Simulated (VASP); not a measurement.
Wanted: the native input for a VASP 6.6.1 run.

```
Task                   : single point
Functional             : LDA
Potentials or basis    : VASP PAW LDA potentials, release 64 (Ti_sv, H)
Cutoff                 : 520 eV
k mesh                 : 22 × 22 × 22
Occupations            : gaussian, width 0.15 eV
Spin                   : no spin polarisation
Dipole correction      : no
Further INCAR settings : ALGO = Normal; EDIFF = 1e-06; NBANDS = 14
```

The structure of TiH lies in POSCAR:

```
TiH
1.0
    0.0000000000      1.9664803735      2.3597764482
    1.9664803735      0.0000000000      2.3597764482
    1.9664803735      1.9664803735      0.0000000000
Ti H
1 1
Direct
    0.0000000000      0.0000000000      0.0000000000
    0.5000000000      0.5000000000      0.5000000000
```

This cell differs from its parent crystal: ratio of the length along z to the lengths across it x 1.2, volume and fractional coordinates fixed.

These files were run (other wordings do the same):

INCAR

```
  PREC = Accurate
  ENCUT = 520
  EDIFF = 1E-6
  ISMEAR = 0
  SIGMA = 0.15
  LREAL = F
  LASPH = T
  NELM = 100
  ALGO = Normal
  ISIF = 2
  LWAVE = F
  LCHARG = F
  NBANDS = 14
```

KPOINTS

```
Automatic mesh
0
Gamma
  22 22 22
```

Potentials or basis: VASP PAW LDA potentials, release 64 (Ti_sv, H).

Launch:

```sh
$ cat potpaw_LDA.64/Ti_sv/POTCAR potpaw_LDA.64/H/POTCAR > POTCAR
$ mpirun -np 1 vasp_std > vasp.out
```

It gave:

* Pressure: -6.7 GPa
* Band gap on the k mesh: zero (an odd number of electrons rules out a gap without spin polarisation)

Caveat: the cell stands under tension.

Run time: 5.3 min on 1 thread of Intel Xeon 8259CL, with other jobs on the host, peak memory 0.31 GiB.
